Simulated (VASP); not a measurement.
Set up this calculation in VASP 6.6.1, as the native input.

| Quantity | Value |
| --- | --- |
| Task | relaxation of cell and atoms |
| Functional | RPBE |
| Dispersion | D4 |
| Potentials or basis | VASP PAW PBE potentials, release 64 (V_sv) |
| Cutoff | 600 eV |
| k mesh | 12 × 12 × 12 |
| Occupations | gaussian, width 0.1 eV |
| Spin | collinear spin, ferromagnetic start |
| Starting moments | [2.0] μB |
| Dipole correction | no |
| Further INCAR settings | ALGO = Normal; EDIFF = 1e-06; IBRION = 2; EDIFFG = -0.01; NSW = 80; ISIF = 3 |

The structure of V lies in POSCAR:

```
V
1.0
   -1.5143500000      1.5143500000      1.5143500000
    1.5143500000     -1.5143500000      1.5143500000
    1.5143500000      1.5143500000     -1.5143500000
V
1
Direct
    0.0000000000      0.0000000000      0.0000000000
```

The input as run:

INCAR

```
PREC = Accurate
ENCUT = 600
EDIFF = 1E-6
ISMEAR = 0
SIGMA = 0.1
LREAL = F
LASPH = T
NELM = 150
ALGO = Normal
ISIF = 3
LWAVE = F
LCHARG = F
ISPIN = 2
MAGMOM = 2
LORBIT = 11
LMAXMIX = 4
GGA = RP
IVDW = 13
IBRION = 2
NSW = 80
EDIFFG = -0.01
```

KPOINTS

```
regular mesh
0
Gamma
  12 12 12
```

Potentials or basis: VASP PAW PBE potentials, release 64 (V_sv).

Run with:

```sh
$ cat potpaw_PBE.64/V_sv/POTCAR > POTCAR
$ mpirun -np 1 vasp_std > vasp.out
```

It gave:

| Quantity | Value |
| --- | --- |
| Relaxed volume | 13.27 Å³/atom |
| Relaxed cell | a = 2.583 Å, b = 2.583 Å, c = 2.583 Å, α = 109.47°, β = 109.47°, γ = 109.47° |
| Space group after relaxing (to 0.05 Å) | Im-3m (No. 229) |
| Energy gained by relaxing | 15.4 meV/atom |
| Ionic steps | 3 |
| Pressure after relaxing | -0.1 GPa |
| Net moment | 0.00 μB per cell |
| Valence electrons inside the program's atomic spheres | V 11.67 |
| Dispersion energy per atom | -0.610 eV |

Caveat: the PAW data sets were made with another functional, which shifts forces and pressure a little; pairwise dispersion overbinds metals, which lowers pressure and volume.

Wall time 2.9 min on 1 thread of AMD EPYC 7R13, on a shared host, peak memory 0.14 GiB.
